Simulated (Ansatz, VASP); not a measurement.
# RbCaH3 in VASP and in Ansatz

```xyz
5
Lattice="4.5470 0.0000 0.0000 0.0000 4.5470 0.0000 0.0000 0.0000 4.5470" Properties=species:S:1:pos:R:3 pbc="T T T"
Rb    0.0433    0.0433    0.0433
Ca    2.2735    2.2735    2.2735
H     0.0000    2.2735    2.2735
H     2.2735    0.0000    2.2735
H     2.2735    2.2735    0.0000
```

Change from the starting cell: all Rb atoms moved +0.075 Å, as atom 1 along Cartesian [1 1 1].

Alike in both runs: task single point; functional LDA; k mesh 6 × 6 × 6; occupations gaussian, width 0.05 eV; no spin polarisation.

|  | VASP | Ansatz |
| --- | --- | --- |
| version | VASP 6.6.1 | Ansatz 0.2.0 |
| potentials or method | VASP PAW LDA potentials, release 64 (Rb_sv, Ca_sv, H), cutoff 520 eV | scalar-relativistic, plane waves, PAW |
| valence electrons in the cell | 22 | 22 |

|  | VASP | Ansatz | Ansatz less VASP |
| --- | --- | --- | --- |
| gap on the k mesh at the Fermi level (eV) | 2.93 | 2.93 | +0.009 |
| least direct gap on the mesh (eV) | 2.93 | 2.93 | +0.009 |
| pressure (GPa) | -2.4 | -2.4 | -0.02 |
| rms of the force components (eV/Å) | 0.024 | 0.024 | -0.0002 |

LDA's correlation is that of Perdew and Zunger in VASP and of Perdew and Wang (1992) in Ansatz. Atom by atom the forces differ by 0.000 eV/Å (rms over components).
